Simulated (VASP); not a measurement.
The system is In2Te2O.

```
In Te O
1.0
     0.00547   -0.01456   -7.23858
     6.38102   -3.88126   -0.01239
    -6.23460   -3.63999   -0.00291
In Te O
4 4 2
Direct
  0.23214 0.97475 0.69116
  0.23139 0.68297 0.96866
  0.71190 0.30020 0.01033
  0.72041 0.03555 0.30540
  0.32202 0.36243 0.06455
  0.31886 0.05931 0.36246
  0.81918 0.64019 0.94436
  0.82291 0.94738 0.64605
  0.30792 0.74425 0.75445
  0.80727 0.25297 0.25257
```

```yaml
Program: VASP 6.6.1
Task: relaxation of cell and atoms
Functional: PBE
Potentials_or_basis: VASP PAW PBE potentials, release 64 (In_d, Te, O)
Cutoff: 600 eV
k_mesh: 2 × 2 × 2
Occupations: gaussian, width 0.1 eV
Spin: no spin polarisation
```

At the start: pressure 0.2 GPa; volume 34.33 Å³/atom.

Task: How do energy, volume and symmetry change on relaxing?

Result: Over 26 steps the energy falls by 34.9 meV/atom and the volume is 34.04 Å³/atom (-0.8 %); space group P1 (No. 1, to 0.1 Å) before, Cmc2_1 (No. 36, to 0.1 Å).

The path:
```
step  energy change (eV)  largest force (eV/Å)  pressure (GPa)  volume (Å³)
   1              0.0000                2.7734            0.17       343.29
   2             -0.0300                2.1833           -1.00       344.95
   3             -0.2358                0.4495           -0.72       344.09
   4             -0.2963                0.3405            0.10       337.40
   5             -0.3020                0.4048            0.46       334.72
   6             -0.3242                0.2978            0.12       335.96
   7             -0.3243                0.2621            0.15       335.87
   8             -0.3348                0.1707           -0.03       337.65
   9             -0.3372                0.1166           -0.14       338.95
  10             -0.3410                0.1114            0.04       338.11
  11             -0.3410                0.1257            0.07       338.01
  12             -0.3440                0.0683            0.02       338.08
  13             -0.3443                0.0784            0.00       338.11
  14             -0.3453                0.0504            0.03       338.12
  15             -0.3453                0.0757            0.04       338.13
  16             -0.3462                0.0393            0.02       338.55
  17             -0.3464                0.0531            0.00       338.87
  18             -0.3472                0.0458           -0.03       339.20
  19             -0.3476                0.0528           -0.06       339.67
  20             -0.3482                0.0447            0.03       339.39
  21             -0.3482                0.0440            0.03       339.37
  22             -0.3485                0.0374            0.02       339.58
  23             -0.3486                0.0471            0.01       339.84
  24             -0.3489                0.0265            0.00       340.06
  25             -0.3490                0.0399            0.00       340.30
  26             -0.3491                0.0201            0.01       340.43
```

Final structure:
```
In Te O
1.0
     0.00426    0.00583   -7.19770
     6.22011   -3.80445   -0.00094
    -6.21658   -3.80150    0.00638
In Te O
4 4 2
Direct
  0.22067 0.97657 0.68998
  0.21991 0.68951 0.97936
  0.72062 0.31146 0.02153
  0.72161 0.02205 0.30887
  0.32106 0.35249 0.05120
  0.32174 0.05021 0.35374
  0.82037 0.64767 0.94745
  0.82061 0.94984 0.64687
  0.31362 0.74553 0.74752
  0.81380 0.25469 0.25349
```

Caveat: the k points lie up to 0.48 Å⁻¹ apart in the final cell.
